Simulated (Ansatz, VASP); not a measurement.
# ZnSe in VASP and in Ansatz

Contents of INCAR:

```
PREC     = Accurate       # precision mode
ENCUT    = 520            # plane-wave cutoff, eV
EDIFF    = 1E-6           # SCF threshold, eV
ISMEAR   = 0              # smearing method
SIGMA    = 0.02           # smearing width, eV
LREAL    = F              # projectors in reciprocal space
LASPH    = T              # aspherical terms in the spheres
NELM     = 100            # most SCF steps
ALGO     = Normal         # electronic algorithm
ISIF     = 2              # what is computed and relaxed
LWAVE    = F              # write WAVECAR
LCHARG   = F              # write CHGCAR
GGA      = PS             # functional
NBANDS   = 16             # bands
```

The input KPOINTS:

```
Automatic mesh
0
Gamma
  8 8 8
```

File POSCAR:

```
ZnSe
1.0
    0.0000000000      2.7720231600      2.7720231600
    2.7720231600      0.0000000000      2.7720231600
    2.7720231600      2.7720231600      0.0000000000
Zn Se
1 1
Direct
    0.0000000000      0.0000000000      0.0000000000
    0.7500000000      0.7500000000      0.7500000000
```

Input for Ansatz:

```yaml
crystal:
  lattice:
    - [0.0, 2.77202316, 2.77202316]
    - [2.77202316, 0.0, 2.77202316]
    - [2.77202316, 2.77202316, 0.0]
  atoms:
    - { symbol: Zn, position: [0.0, 0.0, 0.0] }
    - { symbol: Se, position: [0.75, 0.75, 0.75] }
basis:
  ecutwfc: 420
kpoints:
  mp_grid: { grid: [8, 8, 8] }
hamiltonian:
  xc: pbesol
scf:
  occupations: { method: gaussian, width: 0.02 }
output:
  forces: true
  stress: true
  eigenvalues: true
```

Alike in both runs: task single point; functional PBEsol; k mesh 8 × 8 × 8; occupations gaussian, width 0.02 eV; no spin polarisation.

```csv
,VASP,Ansatz
version,VASP 6.6.1,Ansatz 0.2.0
potentials or method,"VASP PAW PBE potentials, release 64 (Zn, Se), cutoff 520 eV","scalar-relativistic, plane waves, PAW"
valence electrons in the cell,18,28
```

```csv
,VASP,Ansatz,Ansatz less VASP
gap on the k mesh at the Fermi level (eV),1.44,1.43,-0.007
least direct gap on the mesh (eV),1.44,1.43,-0.007
pressure (GPa),3.8,3.5,-0.31
```

VASP's potentials were made for PBE, not for PBEsol. VASP's potentials hold 18 valence electrons a cell and Ansatz's 28, so a difference there can come from the potentials and not from the codes.
